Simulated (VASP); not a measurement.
A run of VASP 6.6.1 is set up as follows.

INCAR

```
SYSTEM = Be2C
  ALGO = Normal
  EDIFF = 1E-6
  ENCUT = 600
  GGA = PE
  GGA_COMPAT = .False.
  ISIF = 2
  ISMEAR = -1
  LASPH = .True.
  LCHARG = .False.
  LREAL = .False.
  LWAVE = .False.
  NBANDS = 11
  NELM = 120
  PREC = Accurate
  SIGMA = 0.02
```

The input KPOINTS:

```
k-points
0
Gamma
  10 10 10
  0 0 0
```

POSCAR

```
Be2C
1.0
    0.0000000000      2.1604856385      2.1879238061
    2.1604856385      0.0000000000      2.1879238061
    2.1604856385      2.1604856385      0.0000000000
C Be
1 2
Direct
    0.0000000000      0.0000000000      0.0000000000
    0.2500000000      0.2500000000      0.2500000000
    0.7500000000      0.7500000000      0.7500000000
```

Potentials or basis: VASP PAW PBE potentials, release 64 (C, Be).

Launch:

```sh
$ cat potpaw_PBE.64/C/POTCAR potpaw_PBE.64/Be/POTCAR > POTCAR
$ mpirun -np 1 vasp_std > vasp.out
```

What does it give for the pressure?

-1.2 GPa.

What does it give for the band gap on the k mesh?

1.06 eV, indirect (least direct gap 4.02 eV).

Stress tensor (GPa, compression positive):
```
 1.10  0.00  0.00
 0.00  1.10  0.00
 0.00  0.00 -5.85
```

Caveat: the cell differs from its parent crystal (uniaxial z strain +1.3%). A k mesh can miss the band edges.
